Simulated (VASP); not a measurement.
**P: single point with PBE**

The system is P.

```
CELL_PARAMETERS angstrom
1.65500 -5.25000 0.00000
1.65500 5.25000 0.00000
0.00000 0.00000 4.38000
ATOMIC_POSITIONS crystal
P 0.09800 0.90200 0.91000
P 0.59800 0.40200 0.59000
P 0.90200 0.09800 0.09000
P 0.40200 0.59800 0.41000
```

```
Program                : VASP 6.6.1
Task                   : single point
Functional             : PBE
Potentials or basis    : VASP PAW PBE potentials, release 64 (P)
Cutoff                 : 520 eV
k mesh                 : 6 × 6 × 4
Occupations            : gaussian, width 0.1 eV
Spin                   : no spin polarisation
Dipole correction      : no
Further INCAR settings : ALGO = Normal; EDIFF = 1e-07; NBANDS = 18
```

```
Pressure               : 5.9 GPa
Largest force          : 0.937 eV/Å
Band gap on the k mesh : 0.12 eV, direct
```

Forces in eV/Å, atoms in the order of the input:
```
P    0.000 -0.474  0.808
P    0.000 -0.474 -0.808
P    0.000  0.474 -0.808
P    0.000  0.474  0.808
```

Stress tensor (GPa, compression positive):
```
4.81 0.00 0.00
0.00 5.70 0.00
0.00 0.00 7.17
```

Levels at points of the mesh, in eV from the valence-band top:
```
           k point  band 7  band 8  band 9  band 10  band 11  band 12  band 13  band 14
(0.00, 0.00, 0.00)   -4.63   -3.11   -2.87    -1.34     0.57     0.59     1.49     2.83
(0.50, 0.00, 0.00)   -3.56   -3.56   -2.81    -2.81     0.75     0.75     1.44     1.44
(0.50, 0.50, 0.00)   -4.81   -2.88   -1.51     0.00     0.12     0.38     1.82     2.68
(0.00, 0.00, 0.50)   -3.82   -3.82   -1.66    -1.66     1.14     1.14     2.62     2.62
(0.50, 0.00, 0.50)   -5.60   -5.60   -1.96    -1.96     1.54     1.54     3.85     3.85
(0.50, 0.50, 0.50)   -2.76   -2.76   -1.97    -1.97     1.12     1.12     2.74     2.74
```

It took 44 s on 1 thread of AMD EPYC 9R14 (Zen 4), on a shared host, peak memory 0.2 GiB.

A k mesh can miss the band edges.
